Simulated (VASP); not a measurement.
Wanted: the native input for a VASP 6.6.1 run.

```yaml
Task: single point
Functional: PBE
Potentials_or_basis: VASP PAW PBE potentials, release 64 (Mn_pv, S)
Cutoff: 520 eV
k_mesh: 7 × 7 × 7
Occupations: fermi-dirac, width 0.05 eV
Spin: collinear spin, ferromagnetic start
Starting_moments: "[7.0, 0.0] μB"
Fixed_moment: 7 μB
Hubbard_terms: Mn d U = 3.9 eV
Dipole_correction: no
Further_INCAR_settings: ALGO = Normal; EDIFF = 1e-07; NBANDS = 20
```

The structure of MnS lies in POSCAR:

```
MnS
1.0
    0.0000000000      2.6118000000      2.6118000000
    2.6118000000      0.0000000000      2.6118000000
    2.6118000000      2.6118000000      0.0000000000
Mn S
1 1
Direct
    0.0000000000      0.0000000000      0.0000000000
    0.5000000000      0.5000000000      0.5000000000
```

One way to write it, as run:

INCAR

```
SYSTEM = MnS
PREC = Accurate
ENCUT = 520
EDIFF = 1E-7
ISMEAR = -1
SIGMA = 0.05
LREAL = .False.
LASPH = .True.
NELM = 150
ALGO = Normal
ISIF = 2
LWAVE = .False.
LCHARG = .True.
ISPIN = 2
MAGMOM = 7 0
LORBIT = 11
NUPDOWN = 7.0
LMAXMIX = 4
LDAU = .True.
LDAUTYPE = 2
LDAUL = 2 -1
LDAUU = 3.9 0
LDAUJ = 0 0
LDAUPRINT = 1
GGA = PE
LELF = .True.
LVHAR = .True.
NBANDS = 20
```

KPOINTS

```
regular mesh
0
Gamma
  7 7 7
  0 0 0
```

Potentials or basis: VASP PAW PBE potentials, release 64 (Mn_pv, S).

The run is started by

```console
$ cat potpaw_PBE.64/Mn_pv/POTCAR potpaw_PBE.64/S/POTCAR > POTCAR
$ mpirun -np 1 vasp_std > vasp.out
```

It gave:

| Property | Result |
| --- | --- |
| Pressure | 28.6 GPa |
| Net moment | 7.00 μB per cell |
| Site moments | Mn +4.96; S +0.76 μB |
| Valence electrons inside the program's atomic spheres | Mn 11.37; S 3.61 |

Caveat: the cell stands under pressure; the total moment is fixed, so each spin has its own Fermi level and the state may be an excited one; a cell with one magnetic atom can't hold antiferromagnetic order, which such compounds often take.

It took 32 s on 1 thread of AMD EPYC 7R13, with other jobs on the host, peak memory 0.15 GiB.
